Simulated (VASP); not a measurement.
The system is Nb.

```
CELL_PARAMETERS angstrom
-1.63530 1.63530 1.63530
1.63530 -1.63530 1.63530
1.63530 1.63530 -1.63530
ATOMIC_POSITIONS crystal
Nb 0.00000 0.00000 0.00000
```

Base run:

* Program: VASP 6.6.1
* Functional: PBEsol
* Potentials or basis: VASP PAW PBE potentials, release 64 (Nb_sv)
* Cutoff: 520 eV
* k mesh: 13 × 13 × 13
* Occupations: fermi-dirac, width 0.1 eV
* Spin: no spin polarisation

Its results: pressure -0.3 GPa.

Question: The run is repeated on the same cell with these changes: k mesh from 13 × 13 × 13 to 22 × 22 × 22. What comes out?

Answer: Pressure 0.1 GPa.

Caveats: the PAW data sets were made with another functional, which shifts forces and pressure a little.
